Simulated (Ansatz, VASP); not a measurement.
## Two plane-wave programs on Na2H

Contents of INCAR:

```
SYSTEM = Na2H
ALGO = Normal
EDIFF = 1E-7
EDIFFG = -0.04
ENCUT = 600
GGA = PE
IBRION = 2
ISIF = 3
ISMEAR = 0
LASPH = .TRUE.
LCHARG = .FALSE.
LREAL = .FALSE.
LWAVE = .FALSE.
NELM = 80
NSW = 90
PREC = Accurate
SIGMA = 0.1
```

File KPOINTS:

```
k-points
0
G
  6 6 6
  0 0 0
```

The input POSCAR:

```
Na2H
1.0
    0.0000000000      2.6312190100      3.1647449500
    2.3829827300      0.0000000000      3.1647449500
    2.3829827300      2.6312190100      0.0000000000
Na H
2 1
Direct
    0.5167313900      0.9832686100      0.9832686100
    0.9832686100      0.5167313900      0.5167313900
    0.0000000000      0.0000000000      0.0000000000
```

Input for Ansatz:

```yaml
crystal:
  lattice:
    - [0.0, 2.63121901, 3.16474495]
    - [2.38298273, 0.0, 3.16474495]
    - [2.38298273, 2.63121901, 0.0]
  atoms:
    - { symbol: Na, position: [0.51673139, 0.98326861, 0.98326861] }
    - { symbol: Na, position: [0.98326861, 0.51673139, 0.51673139] }
    - { symbol: H, position: [0.0, 0.0, 0.0] }
basis:
  ecutwfc: 420
kpoints:
  mp_grid: { grid: [6, 6, 6] }
hamiltonian:
  xc: pbe
scf:
  occupations: { method: gaussian, width: 0.1 }
  lower_state_search: "off"
output:
  forces: true
  stress: true
  eigenvalues: true
relax:
  adjacent_minimum: "off"
  f_tol: 0.04
  max_steps: 70
  cell: { stress_tol: 0.4 }
```

Alike in both runs: task relaxation of cell and atoms; functional PBE; k mesh 6 × 6 × 6; occupations gaussian, width 0.1 eV; no spin polarisation.

|  | VASP | Ansatz |
| --- | --- | --- |
| version | VASP 6.6.1 | Ansatz 0.2.0 |
| potentials or method | VASP PAW PBE potentials, release 64 (Na_pv, H), cutoff 600 eV | scalar-relativistic, plane waves, PAW |
| valence electrons in the cell | 15 | 19 |

|  | VASP | Ansatz | Ansatz less VASP |
| --- | --- | --- | --- |
| gap on the k mesh at the Fermi level, each at its own relaxed structure (eV) | none | none | - |
| relaxed volume (Å³/atom) | 25.92 | 27.98 | +2.060 |
| relaxed cell length with the largest relative difference (Å) | 4.887 | 5.103 | +0.2153 |

A gap of «none» marks a metal or a gap that the smearing closes. One of these differences is far larger than is usual between the two programs; its cause wasn't traced. VASP's potentials hold 15 valence electrons a cell and Ansatz's 19, so a difference there can come from the potentials and not from the codes.

Noted on VASP's run: the volume moved by over 15 % at a fixed basis, so the end points are rough.
